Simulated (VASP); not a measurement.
Here is a VASP 6.6.1 calculation.

File POSCAR:

```
AlCu3
1.0
    3.6418163312      0.0000000000      0.0000000000
    0.0000000000      3.6418163312      0.0000000000
    0.2185089799      0.0000000000      3.6418163312
Al Cu
1 3
Direct
    0.0000000000      0.0000000000      0.0000000000
    0.5000000000      0.5000000000      0.0000000000
    0.5000000000      0.0000000000      0.5000000000
    0.0000000000      0.5000000000      0.5000000000
```

The input INCAR.step1:

```
SYSTEM = AlCu3
  PREC = Accurate
  ENCUT = 520
  ISMEAR = 0
  SIGMA = 0.1
  LREAL = .FALSE.
  LASPH = .TRUE.
  NELM = 100
  NBANDS = 26
  GGA = PE
  ALGO = Normal
  EDIFF = 1E-4
  LWAVE = .TRUE.
  LCHARG = .FALSE.
  KPAR = 4
```

The input INCAR.step2:

```
SYSTEM = AlCu3
  PREC = Accurate
  ENCUT = 520
  EDIFF = 1E-6
  ISMEAR = 0
  SIGMA = 0.1
  LREAL = .FALSE.
  LASPH = .TRUE.
  NELM = 100
  ALGO = Normal
  ISIF = 2
  LWAVE = .FALSE.
  LCHARG = .FALSE.
  METAGGA = R2SCAN
  LMIXTAU = .TRUE.
  NBANDS = 26
  ISTART = 1
  KPAR = 4
```

File KPOINTS:

```
Automatic mesh
0
G
  14 14 14
  0 0 0
```

Potentials or basis: VASP PAW PBE potentials, release 64 (Al, Cu).

Command:

```console
$ cat potpaw_PBE.64/Al/POTCAR potpaw_PBE.64/Cu/POTCAR > POTCAR
$ cp INCAR.step1 INCAR
$ mpirun -np 4 vasp_std > vasp.out
$ cp INCAR.step2 INCAR
$ mpirun -np 4 vasp_std > vasp.out
```

(1) What does it give for the band gap on the k mesh?

(2) Predict the pressure.

Results:

(1) zero (bands 18 and 19 overlap by 5.71 eV).

(2) 0.8 GPa.

Caveat: the cell differs from its parent crystal (shear of c along a, cell held: +6.0 %); the PAW data sets were made with another functional, which shifts forces and pressure a little.
